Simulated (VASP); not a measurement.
# W2Br3 (P1) in VASP: single point with PBE

Aim: the single point of W2Br3 with PBE.

Program: VASP 6.6.1. These are calculated values, not measurements. Logs are shortened: lines on timing, memory, paths and dates and some standing lists are left out, and cuts for length are marked.

## 1. The cell of the first run

The typed cell holds 10 atoms: a = 5.820 Å, b = 6.141 Å, c = 8.468 Å, α = 80.56°, β = 84.69°, γ = 78.68°.

## 2. Single point, PBE

Input file INCAR:

```
ALGO = Normal ; EDIFF = 1E-6
ENCUT = 520 ; GGA = PE
ISIF = 2 ; ISMEAR = 0
LASPH = T ; LCHARG = T
LELF = T ; LREAL = F
LVHAR = T ; LWAVE = F
NBANDS = 60 ; NELM = 100
PREC = Accurate ; SIGMA = 0.1
```

Input file KPOINTS:

```
k-points
0
Gamma
  4 4 2
```

Input file POSCAR:

```
W2Br3
1.0
    5.8197599803      0.0000000000      0.0000000000
    1.2050237911      6.0213604064      0.0000000000
    0.7839424281      1.2591502934      8.3366886844
W Br
4 6
Direct
    0.9528866315      0.8918149498      0.4853660592
    0.9043148287      0.8879382840      0.8796196168
    0.1481126489      0.0378198699      0.0105182786
    0.0965443969      0.0996605160      0.6468205033
    0.8875825961      0.1886863994      0.2420797508
    0.6779231857      0.2728987789      0.7529291173
    0.5174094178      0.8992995317      0.5387776349
    0.5126706596      0.7538984089      0.0655310254
    0.1771732444      0.5019520848      0.4657849555
    0.1253823903      0.4660311768      0.9125730582
```

Potentials or basis: VASP PAW PBE potentials, release 64 (W_sv, Br).

On the command line:

```bash
> cat potpaw_PBE.64/W_sv/POTCAR potpaw_PBE.64/Br/POTCAR > POTCAR
> mpirun -np 1 vasp_std > vasp.out
```

OUTCAR:

```text
EDIFF = 1E-6
   ENCUT = 520
   GGA = PE
   ISIF = 2
   ISMEAR = 0
   LASPH = T
   LREAL = F
   NELM = 100
   PREC = Accurate

 ion  position               nearest neighbor table
   1  0.953  0.892  0.485-   4 2.32   9 2.52   5 2.52   7 2.53   2 3.32
   2  0.904  0.888  0.880-   3 2.29   4 2.48   6 2.59  10 2.64   8 2.83   1 3.32
   3  0.148  0.038  0.011-   2 2.29   8 2.49   5 2.55  10 2.61   4 3.08
   4  0.097  0.100  0.647-   1 2.32   2 2.48   6 2.60   7 2.67   9 2.78   3 3.08
   5  0.888  0.189  0.242-   1 2.52   3 2.55
   6  0.678  0.273  0.753-   2 2.59   4 2.60
   7  0.517  0.899  0.539-   1 2.53   4 2.67
   8  0.513  0.754  0.066-   3 2.49   2 2.83
   9  0.177  0.502  0.466-   1 2.52   4 2.78
  10  0.125  0.466  0.913-   3 2.61   2 2.64

  LATTYP: Found a triclinic cell.
 ALAT       =     5.8197599803
 B/A-ratio  =     1.3035487928
 C/A-ratio  =     1.9676198459
 COS(alpha) =     0.0014372101
 COS(beta)  =     0.5450004663
 COS(gamma) =     0.6082953733

  Lattice vectors:

 A1 = (   5.8197599803,   0.0000000000,   0.0000000000)
 A2 = (   4.6147361892,  -6.0213604064,   0.0000000000)
 A3 = (   6.2408413433,   4.7622101130,  -8.3366886844)

Analysis of symmetry for initial positions (statically):
=====================================================================
 Subroutine PRICEL returns:
 Original cell was already a primitive cell.

 Routine SETGRP: Setting up the symmetry group for a
 triclinic supercell.

 Subroutine GETGRP returns: Found  1 space group operations
 (whereof  1 operations were pure point group operations)
 out of a pool of  2 trial point group operations.

The static configuration has the point symmetry C_1 .

Analysis of symmetry for dynamics (positions and initial velocities):
=====================================================================
 Subroutine PRICEL returns:
 Original cell was already a primitive cell.

 Routine SETGRP: Setting up the symmetry group for a
 triclinic supercell.

 Subroutine GETGRP returns: Found  1 space group operations
 (whereof  1 operations were pure point group operations)
 out of a pool of  2 trial point group operations.

The dynamic configuration has the point symmetry C_1 .

 Subroutine INISYM returns: Found  1 space group operations
 (whereof  1 operations are pure point group operations),
 and found     1 'primitive' translations

----------------------------------------------------------------------------------------

                                     Primitive cell

  volume of cell :     292.1415

  direct lattice vectors                    reciprocal lattice vectors
     5.819759980  0.000000000  0.000000000     0.171828392 -0.034387130 -0.010964186
     1.205023791  6.021360406  0.000000000     0.000000000  0.166075427 -0.025083571
     0.783942428  1.259150293  8.336688684     0.000000000  0.000000000  0.119951702

  length of vectors
     5.819759980  6.140754309  8.467609073     0.175578143  0.167959022  0.119951702

  position of ions in fractional coordinates (direct lattice)
     0.952886632  0.891814950  0.485366059
     0.904314829  0.887938284  0.879619617
     0.148112649  0.037819870  0.010518279
     0.096544397  0.099660516  0.646820503
     0.887582596  0.188686399  0.242079751
     0.677923186  0.272898779  0.752929117
     0.517409418  0.899299532  0.538777635
     0.512670660  0.753898409  0.065531025
     0.177173244  0.501952085  0.465784955
     0.125382390  0.466031177  0.912573058

  ion indices of the primitive-cell ions
   primitive index   ion index
                 1           1
                 2           2
                 3           3
                 4           4
                 5           5
                 6           6
                 7           7
                 8           8
                 9           9
                10          10

----------------------------------------------------------------------------------------

 KPOINTS: k-points

Automatic generation of k-mesh.
 Grid dimensions read from file:
 generate k-points for:    4    4    2

 Generating k-lattice:

  Cartesian coordinates                     Fractional coordinates (reciprocal lattice)
     0.042957098 -0.008596782 -0.002741046     0.250000000  0.000000000  0.000000000
     0.000000000  0.041518857 -0.006270893     0.000000000  0.250000000  0.000000000
     0.000000000  0.000000000  0.059975851     0.000000000  0.000000000  0.500000000

  Length of vectors
     0.043894536  0.041989755  0.059975851

  Shift w.r.t. Gamma in fractional coordinates (k-lattice)
     0.000000000  0.000000000  0.000000000

 Subroutine IBZKPT returns following result:
 ===========================================

 Found     20 irreducible k-points:

 Following reciprocal coordinates:
            Coordinates               Weight
  0.000000  0.000000  0.000000      1.000000
  0.250000  0.000000  0.000000      2.000000
  0.500000  0.000000  0.000000      1.000000
  0.000000  0.250000  0.000000      2.000000
  0.250000  0.250000  0.000000      2.000000
  0.500000  0.250000  0.000000      2.000000
[... 12 lines left out ...]
  0.250000  0.500000  0.500000      2.000000
  0.500000  0.500000  0.500000      1.000000
   k-points           NKPTS =     20   k-points in BZ     NKDIM =     20   number of bands    NBANDS=     60
   number of dos      NEDOS =    301   number of ions     NIONS =     10
   total plane-waves  NPLWV = 147456
   dimension x,y,z NGX =    48 NGY =   48 NGZ =   64
   dimension x,y,z NGXF=    96 NGYF=   96 NGZF=  128
   ions per type =               4   6
   NGX,Y,Z   is equivalent  to a cutoff of  13.71, 12.99, 12.57 a.u.
   NGXF,Y,Z  is equivalent  to a cutoff of  27.42, 25.99, 25.13 a.u.
 SYSTEM =  unknown system
   PREC   = accura    normal or accurate (medium, high low for compatibility)
   ISTART =      0    job   : 0-new  1-cont  2-samecut
   ICHARG =      2    charge: 1-file 2-atom 10-const
   ISPIN  =      1    spin polarized calculation?
   LNONCOLLINEAR =      F non collinear calculations
   LSORBIT =      F    spin-orbit coupling
   LASPH  =      T    aspherical Exc in radial PAW
   ENCUT  =  520.0 eV  38.22 Ry    6.18 a.u.  10.82 11.42 15.74*2*pi/ulx,y,z
   NELM   =    100;   NELMIN=  2; NELMDL= -5     # of ELM steps
   EDIFF  = 0.1E-05   stopping-criterion for ELM
   LREAL  =      F    real-space projection
   EDIFFG = 0.1E-04   stopping-criterion for IOM
   NSW    =      0    number of steps for IOM
   IBRION =     -1    ionic relax: 0-MD 1-quasi-New 2-CG
   NFREE  =      0    steps in history (QN), initial steepest desc. (CG)
   ISIF   =      2    stress and relaxation
   ISYM   =      2    0-nonsym 1-usesym 2-fastsym
   POTIM  = 0.5000    time-step for ionic-motion
   TEBEG  =    0.0;   TEEND  =   0.0 temperature during run
   PSTRESS=    0.0 pullay stress
   NELECT =      98.0000    total number of electrons
   NUPDOWN=      -1.0000    fix difference up-down
   EMIN   =  10.00;   EMAX   =-10.00  energy-range for DOS
   EFERMI =   0.00;   METHOD = LEGACY
   ISMEAR =     0;   SIGMA  =   0.10  broadening in eV -4-tet -1-fermi 0-gaus
   EFERMI_NEDOS =   21; number of points for ismear=-14 and -15
   IALGO  =     38    algorithm
   IMIX   =      4    mixing-type and parameters
     AMIX     =   0.40;   BMIX     =  1.00
     AMIX_MAG =   1.60;   BMIX_MAG =  1.00
  volume/ion in A,a.u.               =      29.21       197.15
  Fermi-wavevector in a.u.,A,eV,Ry     =   1.137503  2.149568 17.604746  1.293912
  Thomas-Fermi vector in A             =   2.274208
   LORBIT       =      0    0 simple, 1 ext, 2 COOP (PROOUT), +10 PAW based schemes
   GGA     = PE    functional components
   LHFCALC =     F    Hartree Fock is set to
   AEXX    =    0.0000 exact exchange contribution
   IVDW    =     0    specifies the selected vdW correction
   LEPSILON=     F    determine dielectric tensor
   LRPA    =     F    only Hartree local field effects (RPA)
 non-spin polarized calculation
 Gauss-broadening in eV      SIGMA  =   0.10
  energy-cutoff  :      520.00
  volume of cell :      292.14
 maximum number of plane-waves:      7908
 NGX is ok and might be reduce to    48
   NGX = 21   NGY = 23   NGZ = 31

 number of electron      97.9999996 magnetization

 Free energy of the ion-electron system (eV)
  ---------------------------------------------------
  ext. energy  EPLUGINS =         0.00000000
  ---------------------------------------------------
  free energy    TOTEN  =       -58.44738546 eV

  energy without entropy =      -58.41552614  energy(sigma->0) =      -58.43145580

 E-fermi :   3.5101     XC(G=0):  -8.8650

 val. band max:        3.5004307502   @ k =   0.0000   0.2500   0.0000
 cond. band min:       3.5187622311   @ k =   0.5000   0.2500   0.5000
 fundamental gap:      0.0183314810
 Fermi energy:         3.5101258235

 k-point     1 :       0.0000    0.0000    0.0000
  band No.  band energies     occupation
      1     -70.9152      2.00000
      2     -70.6810      2.00000
      3     -70.4466      2.00000
      4     -70.3072      2.00000
      5     -35.6399      2.00000
      6     -35.5811      2.00000
[... 52 lines left out ...]
     59       6.3118      0.00000
     60       6.4501      0.00000

 k-point     2 :       0.2500    0.0000    0.0000
  band No.  band energies     occupation
      1     -70.9152      2.00000
      2     -70.6810      2.00000
      3     -70.4466      2.00000
      4     -70.3072      2.00000
      5     -35.6397      2.00000
      6     -35.5809      2.00000
[... 52 lines left out ...]
     59       6.3230      0.00000
     60       6.3788      0.00000

 k-point     3 :       0.5000    0.0000    0.0000
  band No.  band energies     occupation
      1     -70.9152      2.00000
      2     -70.6810      2.00000
      3     -70.4466      2.00000
      4     -70.3072      2.00000
      5     -35.6396      2.00000
      6     -35.5807      2.00000
[... 1060 lines left out ...]
     59       6.3208      0.00000
     60       6.5066      0.00000

 k-point    20 :       0.5000    0.5000    0.5000
  band No.  band energies     occupation
      1     -70.9152      2.00000
      2     -70.6810      2.00000
      3     -70.4466      2.00000
      4     -70.3072      2.00000
      5     -35.6400      2.00000
      6     -35.5798      2.00000
[... 52 lines left out ...]
     59       6.2869      0.00000
     60       6.6133      0.00000

------------------------ aborting loop because EDIFF is reached ----------------------------------------

  FORCE on cell =-STRESS in cart. coord.  units (eV):
  Direction    XX          YY          ZZ          XY          YZ          ZX
  --------------------------------------------------------------------------------------
  -------------------------------------------------------------------------------------
  Total        0.3805410      0.5441809     -0.3301625      0.4498218     -0.5609561     -0.1234960
  in kB        2.0869820      2.9844243     -1.8106938      2.4669356     -3.0764237     -0.6772832
  external PRESSURE =       1.0869042 kB  Pullay stress =       0.0000000 kB

 VOLUME and BASIS-vectors are now :
 -----------------------------------------------------------------------------
  energy-cutoff  :      520.00
  volume of cell :      292.14
      direct lattice vectors                 reciprocal lattice vectors
     5.819759980  0.000000000  0.000000000     0.171828392 -0.034387130 -0.010964186
     1.205023791  6.021360406  0.000000000     0.000000000  0.166075427 -0.025083571
     0.783942428  1.259150293  8.336688684     0.000000000  0.000000000  0.119951702

 POSITION                                       TOTAL-FORCE (eV/Angst)
 -----------------------------------------------------------------------------------
      7.00073      5.98109      4.04635         0.101212      0.030095      0.257972
      7.02245      6.45417      7.33311        -0.224058     -0.415377      0.320185
      0.91580      0.24097      0.08769         0.096037     -0.195536     -0.128493
      1.18903      1.41454      5.39234         0.073764      0.210311     -0.462208
      5.58267      1.44096      2.01814        -0.255209      0.327876      0.007574
      4.86445      2.59127      6.27694         0.116403      0.130684      0.088358
      4.51725      6.09341      4.49162        -0.003531     -0.127976      0.005646
      3.94346      4.62201      0.54631         0.053625      0.029835     -0.017447
      2.00112      3.60893      3.88310         0.020430     -0.063142     -0.013094
      2.00668      3.95521      7.60784         0.021326      0.073230     -0.058494
 -----------------------------------------------------------------------------------
    total drift:                               -0.000058     -0.000037     -0.000191

  FREE ENERGIE OF THE ION-ELECTRON SYSTEM (eV)
  ---------------------------------------------------
  free  energy   TOTEN  =       -58.4473854642 eV

  energy  without entropy=      -58.4155261387  energy(sigma->0) =      -58.43145580
```

It took 10 min on 1 thread of Oxide Virtual Turin-like, shared host; peak memory 0.5 GiB.

Results:

| Item | Value |
| --- | --- |
| Free energy | -58.4474 eV |
| Pressure | 0.1 GPa |
| Largest force | 0.570 eV/Å |
| Band gap on the k mesh | zero (bands 49 and 50 overlap by 0.03 eV) |

Forces on the atoms (eV/Å):
```
W    0.101  0.030  0.258
W   -0.224 -0.415  0.320
W    0.096 -0.196 -0.128
W    0.074  0.210 -0.462
Br  -0.255  0.328  0.008
Br   0.116  0.131  0.088
Br  -0.004 -0.128  0.006
Br   0.054  0.030 -0.017
Br   0.020 -0.063 -0.013
Br   0.021  0.073 -0.058
```

Levels at points of the mesh, in eV from the Fermi level:
| k point | band 46 | band 47 | band 48 | band 49 | band 50 | band 51 | band 52 | band 53 |
| --- | --- | --- | --- | --- | --- | --- | --- | --- |
| (0.00, 0.00, 0.00) | -1.28 | -0.97 | -0.84 | -0.22 | 0.01 | 0.43 | 0.87 | 1.38 |
| (0.50, 0.00, 0.00) | -1.44 | -0.86 | -0.71 | -0.18 | 0.10 | 0.74 | 0.95 | 1.48 |
| (0.00, 0.50, 0.00) | -1.47 | -1.11 | -0.80 | -0.27 | 0.02 | 0.63 | 0.91 | 1.30 |
| (0.50, 0.50, 0.00) | -1.36 | -1.19 | -0.78 | -0.01 | 0.23 | 0.88 | 1.12 | 1.47 |
| (0.00, 0.00, 0.50) | -1.21 | -0.93 | -0.62 | -0.28 | 0.28 | 0.32 | 0.78 | 1.06 |
| (0.50, 0.00, 0.50) | -1.31 | -0.91 | -0.43 | -0.04 | 0.15 | 0.46 | 0.88 | 1.41 |
| (0.00, 0.50, 0.50) | -1.43 | -1.08 | -0.52 | -0.29 | 0.12 | 0.45 | 0.84 | 1.46 |
| (0.50, 0.50, 0.50) | -1.35 | -1.16 | -0.50 | 0.02 | 0.28 | 0.52 | 1.30 | 1.41 |

Caveat: the k points lie up to 0.38 Å⁻¹ apart; spin-orbit coupling is left out, which moves the levels of the heavy elements.
